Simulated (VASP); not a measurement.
A run of VASP 6.6.1 is set up as follows.

INCAR

```
PREC     = Accurate       # precision mode
ENCUT    = 600            # plane-wave cutoff, eV
EDIFF    = 1E-6           # SCF threshold, eV
ISMEAR   = 0              # smearing method
SIGMA    = 0.1            # smearing width, eV
LREAL    = F              # projectors in reciprocal space
LASPH    = T              # aspherical terms in the spheres
NELM     = 200            # most SCF steps
ALGO     = Normal         # electronic algorithm
ISIF     = 2              # what is computed and relaxed
LWAVE    = F              # write WAVECAR
LCHARG   = F              # write CHGCAR
GGA      = PE             # functional
NBANDS   = 34             # bands
GGA_COMPAT= F            
LMAXMIX  = 6              # l up to which the mixer works
```

The input KPOINTS:

```
regular mesh
0
Gamma
  4 4 6
```

The input POSCAR:

```
HoHgF4
1.0
    4.0481593941     -4.2710930559      0.0000000000
    4.0481593941      4.2710930559      0.0000000000
    0.0000000000      0.0000000000      3.4776490139
Ho Hg F
1 1 4
Direct
    0.0000000000      0.0000000000      0.0000000000
    0.5000000000      0.5000000000      0.5000000000
    0.7357676417      0.7357676417      0.0000000000
    0.8425341703      0.1574658297      0.5000000000
    0.1574658297      0.8425341703      0.5000000000
    0.2642323583      0.2642323583      0.0000000000
```

Potentials or basis: VASP PAW PBE potentials, release 64 (Ho_3, Hg, F), 4f in core.

Launch:

```console
$ cat potpaw_PBE.64/Ho_3/POTCAR potpaw_PBE.64/Hg/POTCAR potpaw_PBE.64/F/POTCAR > POTCAR
$ mpirun -np 1 vasp_std > vasp.out
```

Task: What does it give for the largest force?

Result: 0.144 eV/Å.

Task: What does it give for the band gap on the k mesh?

Result: Zero (an odd number of electrons rules out a gap without spin polarisation).

Forces in eV/Å, atoms in the order of the input:
```
Ho   0.000  0.000  0.000
Hg   0.000  0.000  0.000
F   -0.144  0.000  0.000
F    0.000  0.143  0.000
F    0.000 -0.143  0.000
F    0.144  0.000  0.000
```

Caveat: spin-orbit coupling is left out, which moves the levels of the heavy elements; the 4f electrons are frozen in the core, so they carry no moment and show no levels; an odd number of electrons without spin polarisation forces a metal; a magnetic or distorted state may lie lower; the run has no spin polarisation, though such a crystal can be magnetic. Spin polarisation is off, so any magnetic state and its effect on volume and gap are missing.
